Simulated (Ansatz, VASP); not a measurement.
# CuW2 in VASP and in Ansatz

```
CELL_PARAMETERS angstrom
2.96821 -1.71326 0.00000
2.96821 1.71326 0.00000
-1.95711 0.00000 5.51013
ATOMIC_POSITIONS crystal
Cu 0.00000 0.00000 0.00000
W 0.73800 0.73800 0.23100
W 0.26200 0.26200 0.76900
```

Alike in both runs: task single point; functional PBE; k mesh 6 × 6 × 4; occupations gaussian, width 0.1 eV; no spin polarisation.

|  | VASP | Ansatz |
| --- | --- | --- |
| version | VASP 6.6.1 | Ansatz 0.2.0 |
| potentials or method | VASP PAW PBE potentials, release 64 (Cu, W_sv), cutoff 520 eV | scalar-relativistic, plane waves, PAW |
| valence electrons in the cell | 39 | 47 |

|  | VASP | Ansatz | Ansatz less VASP |
| --- | --- | --- | --- |
| gap on the k mesh at the Fermi level (eV) | none | none | - |
| pressure (GPa) | -3.7 | -4.0 | -0.24 |
| traceless stress, the component that is largest in VASP (GPa) | -6.70 | -6.62 | +0.075 |
| rms of the force components (eV/Å) | 1.405 | 1.382 | -0.0233 |

Atom by atom the forces differ by 0.023 eV/Å (rms over components). A gap of «none» marks a metal or a gap that the smearing closes. VASP's potentials hold 39 valence electrons a cell and Ansatz's 47, so a difference there can come from the potentials and not from the codes.

Spin-orbit coupling is off throughout.
